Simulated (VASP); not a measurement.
# Cu (P6_3/mmc) in VASP: notebook, part 2 of 2

VASP 6.6.1. The steps go on from the part before.

**5. Single point, PBEsol (biaxial strain in the a-b plane: -1.5 %)**

The input, INCAR:

```
SYSTEM = Cu
PREC = Accurate
ENCUT = 520
EDIFF = 1E-7
ISMEAR = 0
SIGMA = 0.1
LREAL = .FALSE.
LASPH = .TRUE.
NELM = 80
ALGO = Fast
ISIF = 2
LWAVE = .FALSE.
LCHARG = .FALSE.
GGA = PS
NBANDS = 30
```

The input, KPOINTS:

```
regular mesh
0
G
  24 24 6
  0 0 0
```

The input, POSCAR:

```
Cu
1.0
    2.4820014513      0.0000000000      0.0000000000
   -1.2410007256      2.1494763091      0.0000000000
    0.0000000000      0.0000000000      8.3093720765
Cu
4
Direct
    0.0000000000      0.0000000000      0.0000000000
    0.3333333333      0.6666666667      0.2500000000
    0.0000000000      0.0000000000      0.5000000000
    0.6666666667      0.3333333333      0.7500000000
```

Potentials or basis: VASP PAW PBE potentials, release 64 (Cu).

On the command line:

```console
cat potpaw_PBE.64/Cu/POTCAR > POTCAR
mpirun -np 1 vasp_std > vasp.out
```

OUTCAR:

```text
SYSTEM = Cu
   PREC = Accurate
   ENCUT = 520
   EDIFF = 1E-7
   ISMEAR = 0
   LREAL = .FALSE.
   LASPH = .TRUE.
   NELM = 80
   ISIF = 2
   GGA = PS

 ion  position               nearest neighbor table
   1  0.000  0.000  0.000-   2 2.52   4 2.52   4 2.52   2 2.52   4 2.52   2 2.52
   2  0.333  0.667  0.250-   1 2.52   3 2.52   1 2.52   3 2.52   1 2.52   3 2.52
   3  0.000  0.000  0.500-   2 2.52   4 2.52   4 2.52   2 2.52   4 2.52   2 2.52
   4  0.667  0.333  0.750-   1 2.52   3 2.52   1 2.52   3 2.52   1 2.52   3 2.52

  LATTYP: Found a hexagonal cell.
 ALAT       =     2.4820014513
[... 987 lines left out ...]

 [... further k-points ...]
[... 5 lines left out ...]
  --------------------------------------------------------------------------------------
  -------------------------------------------------------------------------------------
  Total        1.7487577      1.7487577      0.3418075      0.0000000      0.0000000      0.0000000
  in kB       63.2029473     63.2029473     12.3534778      0.0000000      0.0000000      0.0000000
  external PRESSURE =      46.2531241 kB  Pullay stress =       0.0000000 kB

 VOLUME and BASIS-vectors are now :
 -----------------------------------------------------------------------------
  energy-cutoff  :      520.00
  volume of cell :       44.33
      direct lattice vectors                 reciprocal lattice vectors
     2.482001451  0.000000000  0.000000000     0.402900651  0.232614799  0.000000000
    -1.241000726  2.149476309  0.000000000     0.000000000  0.465229598  0.000000000
     0.000000000  0.000000000  8.309372077     0.000000000  0.000000000  0.120346037

 POSITION                                       TOTAL-FORCE (eV/Angst)
 -----------------------------------------------------------------------------------
      0.00000      0.00000      0.00000        -0.000000      0.000000      0.000000
     -0.00000      1.43298      2.07734         0.000000     -0.000000      0.000000
      0.00000      0.00000      4.15469        -0.000000      0.000000      0.000000
      1.24100      0.71649      6.23203        -0.000000      0.000000     -0.000000
 -----------------------------------------------------------------------------------
    total drift:                                0.000000     -0.000000      0.000000

  FREE ENERGIE OF THE ION-ELECTRON SYSTEM (eV)
  ---------------------------------------------------
  free  energy   TOTEN  =       -17.1951242230 eV

  energy  without entropy=      -17.1901104764  energy(sigma->0) =      -17.19261735
```

OSZICAR:

```text
N       E                     dE             d eps       ncg     rms          rms(c)
DAV:   1     0.332573528657E+03    0.33257E+03   -0.19836E+04 15728   0.268E+03
DAV:   2     0.931039835510E+01   -0.32326E+03   -0.31079E+03 14640   0.394E+02
DAV:   3    -0.208457487682E+02   -0.30156E+02   -0.28530E+02 16080   0.167E+02
DAV:   4    -0.216244457418E+02   -0.77870E+00   -0.77722E+00 16868   0.365E+01
DAV:   5    -0.216355233110E+02   -0.11078E-01   -0.11077E-01 18522   0.428E+00    0.169E+01
RMM:   6    -0.185840562036E+02    0.30515E+01   -0.33586E+01 16167   0.871E+01    0.865E+00
RMM:   7    -0.172275412093E+02    0.13565E+01   -0.62957E+00 15931   0.402E+01    0.188E+00
RMM:   8    -0.171948770149E+02    0.32664E-01   -0.28653E-01 17089   0.360E+00    0.359E-01
RMM:   9    -0.171951831476E+02   -0.30613E-03   -0.46942E-02 17263   0.299E+00    0.176E-01
RMM:  10    -0.171949073191E+02    0.27583E-03   -0.11294E-02 17390   0.128E+00    0.829E-02
RMM:  11    -0.171951750531E+02   -0.26773E-03   -0.30051E-03 18148   0.567E-01    0.102E-01
RMM:  12    -0.171950857377E+02    0.89315E-04   -0.86861E-04 17791   0.291E-01    0.442E-03
RMM:  13    -0.171951173993E+02   -0.31662E-04   -0.30361E-04 18334   0.142E-01    0.509E-03
RMM:  14    -0.171951228742E+02   -0.54750E-05   -0.48977E-05 17759   0.683E-02    0.948E-03
RMM:  15    -0.171951236708E+02   -0.79653E-06   -0.23888E-05 17527   0.551E-02    0.182E-03
RMM:  16    -0.171951242114E+02   -0.54063E-06   -0.78785E-06 18966   0.183E-02    0.150E-03
RMM:  17    -0.171951242230E+02   -0.11582E-07   -0.26678E-07 10427   0.498E-03
   1 F= -.17195124E+02 E0= -.17192617E+02  d E =-.501375E-02
```

stdout:

```text
POSCAR found type information on POSCAR Cu
 POSCAR found :  1 types and       4 ions
 scaLAPACK will be used
 -----------------------------------------------------------------------------
|                                                                             |
|                                                                             |
|     You enforced a specific xc type in the INCAR file but a different       |
|     I HOPE YOU KNOW WHAT YOU ARE DOING!                                     |
|                                                                             |
 -----------------------------------------------------------------------------

 LDA part: xc-table for (Slater+PW92), standard interpolation
 POSCAR, INCAR and KPOINTS ok, starting setup
 FFT: planning ... GRIDC
 FFT: planning ... GRID_SOFT
 FFT: planning ... GRID
 WAVECAR not read
 entering main loop
WARNING in EDDRMM: call to ZHEGV failed, returncode =   8  4     29
 num prob  num prob RMM:  16    -0.171951242114E+02   -0.54063E-06   -0.78785E-06 18966   0.183E-02    0.150E-03
 num prob  num prob  num prob  num prob  num prob  num prob  num prob  num prob  num prob  num prob  num prob  num prob  num prob  num prob  num prob  num prob  num prob  num prob RMM:  17    -0.171951242230E+02   -0.11582E-07   -0.26678E-07 10427   0.498E-03
```

Wall time 2.3 min (1 thread of Intel Xeon 6975P-C (Granite Rapids), shared host); peak memory 0.33 GiB.

What came out:

* Free energy: -17.1951 eV
* Pressure: 4.6 GPa
* Band gap on the k mesh: zero (band 22 reaches 11.82 eV, above the bottom of band 23 at 6.35 eV)

Caveat: the cell differs from its parent crystal (biaxial strain in the a-b plane: -1.5 %); the PAW data sets were made with another functional, which shifts forces and pressure a little.

**6. The runs side by side**

| cell | k mesh | smearing | further INCAR settings | gap on the mesh (eV) | pressure (GPa) |
| --- | --- | --- | --- | --- | --- |
| a = 2.520, b = 2.520, c = 8.235 Å, angles 90.0, 90.0, 120.0°, 4 atoms | 18 × 18 × 6 | gaussian 0.1 eV | ALGO = Fast; EDIFF = 1e-06; NBANDS = 30 | none | 0.9 |
| a = 2.520, b = 2.520, c = 8.235 Å, angles 90.0, 90.0, 120.0°, 4 atoms | 24 × 24 × 6 | gaussian 0.15 eV | ALGO = Fast; EDIFF = 1e-07; NBANDS = 30 | none | 0.8 |
| a = 2.482, b = 2.482, c = 8.322 Å, angles 90.0, 90.0, 120.0°, 4 atoms | 24 × 24 × 6 | gaussian 0.1 eV | ALGO = Fast; EDIFF = 1e-06; NBANDS = 30 | none | 4.4 |
| a = 2.482, b = 2.482, c = 8.309 Å, angles 90.0, 90.0, 120.0°, 4 atoms | 24 × 24 × 6 | gaussian 0.1 eV | ALGO = Fast; EDIFF = 1e-07; NBANDS = 30 | none | 4.6 |

Alike in all rows: task single point; level PBEsol; potentials or basis VASP PAW PBE potentials, release 64 (Cu); no spin polarisation; cutoff (eV) 520.

Caveats: the PAW data sets were made with another functional, which shifts forces and pressure a little.

Absolute energies hang on the potentials; compare differences alone.
